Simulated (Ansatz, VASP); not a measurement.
Ru: VASP beside Ansatz

```
Ru
1.0
     2.70616    0.00000    0.00000
    -1.35308    2.34360    0.00000
     0.00000    0.00000    4.25517
Ru
2
Direct
  0.33333 0.66667 0.25000
  0.66667 0.33333 0.75000
```

Alike in both runs: task single point; functional r2SCAN; k mesh 13 × 13 × 8; occupations fermi-dirac, width 0.05 eV; non-collinear spin, spin-orbit coupling.

|  | VASP | Ansatz |
| --- | --- | --- |
| version | VASP 6.6.1 | Ansatz 0.2.0 |
| potentials or method | VASP PAW PBE potentials, release 64 (Ru_pv), cutoff 550 eV | plane waves (500 eV) with PAW, fully relativistic with spin-orbit coupling |
| valence electrons in the cell | 28 | 32 |

```csv
,VASP,Ansatz,Ansatz less VASP
net moment per atom (μB),0.00,0.00,0.000
```

VASP's potentials were made for PBE, not for r2SCAN. VASP's potentials hold 28 valence electrons a cell and Ansatz's 32, so a difference there can come from the potentials and not from the codes. Ansatz's warnings: seeded moment not kept.
